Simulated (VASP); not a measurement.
# AlN (I4/mmm) in VASP: further runs

Runs on AlN. Level: LDA. Tasks: electric field gradients.

Everything below comes from runs of VASP 6.6.1. Logs are shortened: lines on timing, memory, paths and dates and some standing lists are left out, and cuts for length are marked.

## (1) The cell of the first run

Symmetry: I4/mmm, No. 139, tetragonal system. The conventional cell has a = 2.797 Å, b = 2.797 Å, c = 4.035 Å, α = 90.00°, β = 90.00°, γ = 90.00°. Within 2.6 Å of Al (site symmetry 4/mmm) lie 6 N at 1.98 to 2.02 Å. Within 2.6 Å of N (site symmetry 4/mmm) lie 6 Al at 1.98 to 2.02 Å.

## (2) Electric field gradients, LDA (zz strain of +2 %)

INCAR reads:

```
ALGO = Normal
EDIFF = 1E-8
ENCUT = 520
GGA = CA
GGA_COMPAT = False
ISIF = 2
ISMEAR = -1
LASPH = True
LCHARG = False
LEFG = True
LREAL = False
LWAVE = False
NBANDS = 11
NELM = 120
PREC = Accurate
SIGMA = 0.02
```

KPOINTS reads:

```
k-points
0
Gamma
  10 10 10
```

POSCAR reads:

```
AlN
1.0
    0.0000000000      1.9780000000      2.0175600000
    1.9780000000      0.0000000000      2.0175600000
    1.9780000000      1.9780000000      0.0000000000
Al N
1 1
Direct
    0.0000000000      0.0000000000      0.0000000000
    0.5000000000      0.5000000000      0.5000000000
```

Potentials or basis: VASP PAW LDA potentials, release 64 (Al, N).

Command:

```sh
> cat potpaw_LDA.64/Al/POTCAR potpaw_LDA.64/N/POTCAR > POTCAR
> mpirun -np 1 vasp_std > vasp.out
```

OUTCAR:

```text
EDIFF = 1E-8
   ENCUT = 520
   GGA = CA
   ISIF = 2
   ISMEAR = -1
   LASPH = True
   LREAL = False
   NELM = 120
   PREC = Accurate

 ion  position               nearest neighbor table
   1  0.000  0.000  0.000-   2 1.98   2 1.98   2 1.98   2 1.98   2 2.02   2 2.02
   2  0.500  0.500  0.500-   1 1.98   1 1.98   1 1.98   1 1.98   1 2.02   1 2.02

  LATTYP: Found a body centered tetragonal cell.
 ALAT       =     2.7973144264
 C/A-ratio  =     1.4424978336

  Lattice vectors:

 A1 = (  -1.9780000000,   0.0000000000,   2.0175600000)
 A2 = (   1.9780000000,   0.0000000000,   2.0175600000)
 A3 = (   0.0000000000,   1.9780000000,  -2.0175600000)

Analysis of symmetry for initial positions (statically):
=====================================================================
 Subroutine PRICEL returns:
 Original cell was already a primitive cell.

 Routine SETGRP: Setting up the symmetry group for a
 body centered tetragonal supercell.

 Subroutine GETGRP returns: Found 16 space group operations
 (whereof 16 operations were pure point group operations)
 out of a pool of 16 trial point group operations.

The static configuration has the point symmetry D_4h.

Analysis of symmetry for dynamics (positions and initial velocities):
=====================================================================
 Subroutine PRICEL returns:
 Original cell was already a primitive cell.

 Routine SETGRP: Setting up the symmetry group for a
 body centered tetragonal supercell.

 Subroutine GETGRP returns: Found 16 space group operations
 (whereof 16 operations were pure point group operations)
 out of a pool of 16 trial point group operations.

The dynamic configuration has the point symmetry D_4h.

 Subroutine INISYM returns: Found 16 space group operations
 (whereof 16 operations are pure point group operations),
 and found     1 'primitive' translations

----------------------------------------------------------------------------------------

                                     Primitive cell

  volume of cell :      15.7873

  direct lattice vectors                    reciprocal lattice vectors
     0.000000000  1.978000000  2.017560000    -0.252780586  0.252780586  0.247824104
     1.978000000  0.000000000  2.017560000     0.252780586 -0.252780586  0.247824104
     1.978000000  1.978000000  0.000000000     0.252780586  0.252780586 -0.247824104

  length of vectors
     2.825426048  2.825426048  2.797314426     0.434986019  0.434986019  0.434986019

  position of ions in fractional coordinates (direct lattice)
     0.000000000  0.000000000  0.000000000
     0.500000000  0.500000000  0.500000000

  ion indices of the primitive-cell ions
   primitive index   ion index
                 1           1
                 2           2

----------------------------------------------------------------------------------------

 KPOINTS: k-points

Automatic generation of k-mesh.
 Grid dimensions read from file:
 generate k-points for:   10   10   10

 Generating k-lattice:

  Cartesian coordinates                     Fractional coordinates (reciprocal lattice)
    -0.025278059  0.025278059  0.024782410     0.100000000  0.000000000  0.000000000
     0.025278059 -0.025278059  0.024782410     0.000000000  0.100000000  0.000000000
     0.025278059  0.025278059 -0.024782410     0.000000000  0.000000000  0.100000000

  Length of vectors
     0.043498602  0.043498602  0.043498602

  Shift w.r.t. Gamma in fractional coordinates (k-lattice)
     0.000000000  0.000000000  0.000000000

 Subroutine IBZKPT returns following result:
 ===========================================

 Found    102 irreducible k-points:

 Following reciprocal coordinates:
            Coordinates               Weight
  0.000000  0.000000  0.000000      1.000000
  0.100000  0.000000  0.000000      8.000000
  0.200000  0.000000  0.000000      8.000000
  0.300000  0.000000  0.000000      8.000000
  0.400000  0.000000  0.000000      8.000000
  0.500000  0.000000  0.000000      4.000000
[... 16 lines left out ...]
  0.300000  0.300000  0.000000      2.000000
  0.400000  0.300000  0.000000      8.000000
 [... further k-points ...]
   k-points           NKPTS =    102   k-points in BZ     NKDIM =    102   number of bands    NBANDS=     11
   number of dos      NEDOS =    301   number of ions     NIONS =      2
   total plane-waves  NPLWV =  13824
   dimension x,y,z NGX =    24 NGY =   24 NGZ =   24
   dimension x,y,z NGXF=    48 NGYF=   48 NGZF=   48
   ions per type =               1   1
   NGX,Y,Z   is equivalent  to a cutoff of  14.12, 14.12, 14.26 a.u.
   NGXF,Y,Z  is equivalent  to a cutoff of  28.24, 28.24, 28.53 a.u.
 SYSTEM =  unknown system
   PREC   = accura    normal or accurate (medium, high low for compatibility)
   ISTART =      0    job   : 0-new  1-cont  2-samecut
   ICHARG =      2    charge: 1-file 2-atom 10-const
   ISPIN  =      1    spin polarized calculation?
   LNONCOLLINEAR =      F non collinear calculations
   LSORBIT =      F    spin-orbit coupling
   LASPH  =      T    aspherical Exc in radial PAW
   ENCUT  =  520.0 eV  38.22 Ry    6.18 a.u.   5.25  5.25  5.20*2*pi/ulx,y,z
   NELM   =    120;   NELMIN=  2; NELMDL= -5     # of ELM steps
   EDIFF  = 0.1E-07   stopping-criterion for ELM
   LREAL  =      F    real-space projection
   EDIFFG = 0.1E-06   stopping-criterion for IOM
   NSW    =      0    number of steps for IOM
   IBRION =     -1    ionic relax: 0-MD 1-quasi-New 2-CG
   NFREE  =      0    steps in history (QN), initial steepest desc. (CG)
   ISIF   =      2    stress and relaxation
   ISYM   =      2    0-nonsym 1-usesym 2-fastsym
   POTIM  = 0.5000    time-step for ionic-motion
   TEBEG  =    0.0;   TEEND  =   0.0 temperature during run
   PSTRESS=    0.0 pullay stress
   NELECT =       8.0000    total number of electrons
   NUPDOWN=      -1.0000    fix difference up-down
   EMIN   =  10.00;   EMAX   =-10.00  energy-range for DOS
   EFERMI =   0.00;   METHOD = LEGACY
   ISMEAR =    -1;   SIGMA  =   0.02  broadening in eV -4-tet -1-fermi 0-gaus
   EFERMI_NEDOS =   21; number of points for ismear=-14 and -15
   IALGO  =     38    algorithm
   IMIX   =      4    mixing-type and parameters
     AMIX     =   0.40;   BMIX     =  1.00
     AMIX_MAG =   1.60;   BMIX_MAG =  1.00
  volume/ion in A,a.u.               =       7.89        53.27
  Fermi-wavevector in a.u.,A,eV,Ry     =   1.305174  2.466422 23.177249  1.703480
  Thomas-Fermi vector in A             =   2.436061
   LORBIT       =      0    0 simple, 1 ext, 2 COOP (PROOUT), +10 PAW based schemes
   GGA     = CA    functional components
   LHFCALC =     F    Hartree Fock is set to
   AEXX    =    0.0000 exact exchange contribution
   IVDW    =     0    specifies the selected vdW correction
   LEPSILON=     F    determine dielectric tensor
   LRPA    =     F    only Hartree local field effects (RPA)
 non-spin polarized calculation
  energy-cutoff  :      520.00
  volume of cell :       15.79
 maximum number of plane-waves:       444
 NGX is ok and might be reduce to    24
   NGX = 11   NGY = 11   NGZ = 11

 number of electron       7.9999999 magnetization

 Free energy of the ion-electron system (eV)
  ---------------------------------------------------
  ext. energy  EPLUGINS =         0.00000000
  ---------------------------------------------------
  free energy    TOTEN  =       -16.21775401 eV

  energy without entropy =      -16.21775401  energy(sigma->0) =      -16.21775401

 E-fermi :  10.7525     XC(G=0): -12.7886

 val. band max:       10.4058988525   @ k =   0.0000   0.0000   0.0000
 cond. band min:      15.1597181455   @ k =   0.5000   0.0000   0.5000
 fundamental gap:      4.7538192930
 Fermi energy:        10.7525140387

 k-point     1 :       0.0000    0.0000    0.0000
  band No.  band energies     occupation
      1      -7.5165      2.00000
      2      10.2691      2.00000
      3      10.2691      2.00000
      4      10.4059      2.00000
      5      16.7546      0.00000
      6      22.3010      0.00000
      7      22.5751      0.00000
      8      22.5751      0.00000
      9      27.8353      0.00000
     10      27.9590      0.00000
     11      28.6202      0.00000
[... 309 lines left out ...]
 k-point    24 :       0.4000    0.3000    0.0000
  band No.  band energies     occupation
      1      -4.3758      2.00000
      2       4.2835      2.00000
      3       7.4091      2.00000
      4       7.9988      2.00000
      5      16.6689      0.00000
      6      17.4264      0.00000
      7      22.8117      0.00000
      8      26.4404      0.00000
      9      27.2078      0.00000
     10      32.5744      0.00000
     11      35.3782      0.00000

 [... further k-points ...]

------------------------ aborting loop because EDIFF is reached ----------------------------------------

  FORCE on cell =-STRESS in cart. coord.  units (eV):
  Direction    XX          YY          ZZ          XY          YZ          ZX
  --------------------------------------------------------------------------------------
  -------------------------------------------------------------------------------------
  Total        0.9341326      0.9341326      0.2536117      0.0000000      0.0000000      0.0000000
  in kB       94.8003829     94.8003829     25.7377703      0.0000000      0.0000000      0.0000000
  external PRESSURE =      71.7795121 kB  Pullay stress =       0.0000000 kB

 VOLUME and BASIS-vectors are now :
 -----------------------------------------------------------------------------
  energy-cutoff  :      520.00
  volume of cell :       15.79
      direct lattice vectors                 reciprocal lattice vectors
     0.000000000  1.978000000  2.017560000    -0.252780586  0.252780586  0.247824104
     1.978000000  0.000000000  2.017560000     0.252780586 -0.252780586  0.247824104
     1.978000000  1.978000000  0.000000000     0.252780586  0.252780586 -0.247824104

 POSITION                                       TOTAL-FORCE (eV/Angst)
 -----------------------------------------------------------------------------------
      0.00000      0.00000      0.00000        -0.000000     -0.000000      0.000000
      1.97800      1.97800      2.01756         0.000000      0.000000     -0.000000
 -----------------------------------------------------------------------------------
    total drift:                               -0.000000     -0.000000      0.000000

  FREE ENERGIE OF THE ION-ELECTRON SYSTEM (eV)
  ---------------------------------------------------
  free  energy   TOTEN  =       -16.2177540097 eV

  energy  without entropy=      -16.2177540097  energy(sigma->0) =      -16.21775401

 Electric field gradients (V/A^2)
---------------------------------------------------------------------
 ion       V_xx      V_yy      V_zz      V_xy      V_xz      V_yz
---------------------------------------------------------------------
   1      -3.982    -3.982     7.964     0.000     0.000     0.000
   2      -1.345    -1.345     2.690     0.000     0.000     0.000
---------------------------------------------------------------------

 Electric field gradients after diagonalization (V/A^2)
 (convention: |V_zz| > |V_xx| > |V_yy|)
----------------------------------------------------------------------
 ion       V_xx      V_yy      V_zz     asymmetry (V_yy - V_xx)/ V_zz
----------------------------------------------------------------------
   1      -3.982    -3.982     7.964       0.000
   2      -1.346    -1.345     2.690       0.000
----------------------------------------------------------------------

           NMR quadrupolar parameters

 Cq : quadrupolar parameter    Cq=e*Q*V_zz/h
 eta: asymmetry parameters     (V_yy - V_xx)/ V_zz
 Q  : nuclear electric quadrupole moment in mb (millibarn)
----------------------------------------------------------------------
 ion       Cq(MHz)       eta       Q (mb)
----------------------------------------------------------------------
   1       0.019       0.000       1.000
   2       0.007       0.000       1.000
----------------------------------------------------------------------
```

Wall time 29 s (1 thread of AMD EPYC 7R13, shared host); peak memory 0.1 GiB.

What came out:

```
Free energy                             : -16.2178 eV
Pressure                                : 7.2 GPa
Band gap on the k mesh                  : 4.75 eV (least direct gap 6.35 eV)
Largest electric field gradient by atom : Al +8.0; N +2.7 V/Å²
```

Stress tensor (GPa, compression positive):
```
9.48 0.00 0.00
0.00 9.48 0.00
0.00 0.00 2.57
```

Electric field gradients, principal values (V/Å²):
```
atom   least  middle  greatest (by size)
1 Al  -3.982  -3.982               7.964
 2 N  -1.345  -1.346               2.690
```

Caveat: the cell differs from its parent crystal (zz strain of +2 %); the cell stands under pressure; without QUAD_EFG the Cq values of the log hold for a quadrupole moment of 1 mb, not for the nuclei.

(Continued in part 2 of 3.)
